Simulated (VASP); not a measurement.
Here is a VASP 6.6.1 calculation.

INCAR

```
PREC = Accurate ; ENCUT = 600
EDIFF = 1E-7 ; ISMEAR = 0
SIGMA = 0.1 ; LREAL = F
LASPH = T ; NELM = 120
ALGO = Normal ; ISIF = 3
LWAVE = F ; LCHARG = F
GGA = PE ; IBRION = 2
NSW = 90 ; EDIFFG = -0.04
GGA_COMPAT = F ; NELMIN = 4
```

File KPOINTS:

```
regular mesh
0
Gamma
  4 4 4
```

The input POSCAR:

```
Sc2SiF2
1.0
    4.3268166600      0.0000000000      0.0000000000
    0.0000000000      4.3268166600      0.0000000000
    0.0000000000      0.0000000000      4.1299409900
Sc Si F
2 1 2
Direct
    0.5000000000      0.0000000000      0.1837432200
    0.0000000000      0.5000000000      0.1837432200
    0.0000000000      0.0000000000      0.6494142900
    0.5000000000      0.0000000000      0.6769339300
    0.0000000000      0.5000000000      0.6769339300
```

Potentials or basis: VASP PAW PBE potentials, release 64 (Sc_sv, Si, F).

Command:

```bash
$ cat potpaw_PBE.64/Sc_sv/POTCAR potpaw_PBE.64/Si/POTCAR potpaw_PBE.64/F/POTCAR > POTCAR
$ mpirun -np 1 vasp_std > vasp.out
```

(1) Predict the space group after relaxing (to 0.1 Å).

(2) What does it give for the band gap on the k mesh?

(3) Predict the relaxed cell.

(4) What does it give for the relaxed volume?

Answers

(1) P4/mmm (No. 123).

(2) zero (bands 20 and 21 overlap by 0.34 eV).

(3) a = 5.335 Å, b = 5.335 Å, c = 4.047 Å, α = 90.00°, β = 90.00°, γ = 90.00°.

(4) 23.04 Å³/atom.

Caveat: the k points lie up to 0.39 Å⁻¹ apart in the final cell; the volume moved by over 15 % at a fixed basis, so the end points are rough.
